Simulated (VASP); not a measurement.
**Al2Cu: single point with PBE**

Al2Cu:

```
Al Cu
1.0
    -2.04460    2.04460    2.95877
     2.04460   -2.04460    2.95877
     2.04460    2.04460   -2.95877
Al Cu
2 1
Direct
  0.73444 0.23444 0.50000
  0.26556 0.76556 0.50000
  0.50000 0.50000 0.00000
```

This cell differs from its parent crystal: mode 9 frozen in at -0.090 Å, normal strain along z +0.0233.

| Property | Result |
| --- | --- |
| Program | VASP 6.6.1 |
| Task | single point |
| Functional | PBE |
| Potentials or basis | VASP PAW PBE potentials, release 64 (Al, Cu) |
| Cutoff | 520 eV |
| k mesh | 14 × 14 × 14 |
| Occupations | gaussian, width 0.15 eV |
| Spin | no spin polarisation |

| Item | Value |
| --- | --- |
| Pressure | -0.6 GPa |
| Largest force | 0.576 eV/Å |

Forces in eV/Å, atoms in the order of the input:
```
Al   0.000  0.000  0.576
Al   0.000  0.000 -0.576
Cu   0.000  0.000  0.000
```

Stress tensor (GPa, compression positive):
```
 2.23  0.00  0.00
 0.00 -3.07  0.00
 0.00  0.00 -1.10
```

Levels at points of the mesh, in eV from the Fermi level:
```tsv
k point	band 6	band 7	band 8	band 9	band 10	band 11	band 12	band 13
(0.00, 0.00, 0.00)	-3.86	2.68	2.70	2.75	2.83	2.88	3.19	3.80
(0.50, 0.00, 0.00)	-3.81	-3.71	0.53	0.88	2.42	3.04	3.60	4.13
(0.00, 0.50, 0.00)	-3.86	-3.81	0.20	0.91	2.77	3.05	3.55	4.34
(0.50, 0.50, 0.00)	-3.73	-3.56	-2.01	-1.86	0.09	1.50	8.89	9.89
(0.50, 0.50, 0.50)	-3.73	-3.65	-1.86	-1.76	0.35	1.67	8.93	10.30
```

It took 2.5 min on 1 thread of Intel(R) Xeon(R) 6975P-C (Granite Rapids), on a shared host, peak memory 0.44 GiB.

Caveat: the cell differs from its parent crystal (mode 9 frozen in at -0.090 Å, normal strain along z +0.0233).
